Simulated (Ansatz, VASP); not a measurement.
**Y3Mg2I2: VASP beside Ansatz**

```
Y Mg I
1.0
     5.57486    0.00000    0.00000
    -2.78743    4.82797    0.00000
     0.00000    0.00000   10.19012
Y Mg I
3 2 2
Direct
  0.00000 0.00000 0.34875
  0.00000 0.00000 0.65125
  0.00000 0.00000 0.00000
  0.33333 0.66667 0.50000
  0.66667 0.33333 0.50000
  0.33333 0.66667 0.00000
  0.66667 0.33333 0.00000
```

Alike in both runs: task single point; functional PBE; k mesh 6 × 6 × 2; occupations gaussian, width 0.2 eV; no spin polarisation.

```csv
,VASP,Ansatz
version,VASP 6.6.1,Ansatz 0.2.0
potentials or method,"VASP PAW PBE potentials, release 64 (Y_sv, Mg, I), cutoff 520 eV","scalar-relativistic, plane waves, PAW"
valence electrons in the cell,51,87
```

|  | VASP | Ansatz | Ansatz less VASP |
| --- | --- | --- | --- |
| gap on the k mesh at the Fermi level (eV) | none | none | - |
| pressure (GPa) | 0.1 | 0.1 | +0.03 |
| traceless stress, the component that is largest in VASP (GPa) | 0.28 | 0.27 | -0.007 |
| rms of the force components (eV/Å) | 0.017 | 0.017 | +0.0007 |

Atom by atom the forces differ by 0.001 eV/Å (rms over components). A gap of «none» marks a metal or a gap that the smearing closes. VASP's potentials hold 51 valence electrons a cell and Ansatz's 87, so a difference there can come from the potentials and not from the codes.

Neither program's run includes spin-orbit coupling.
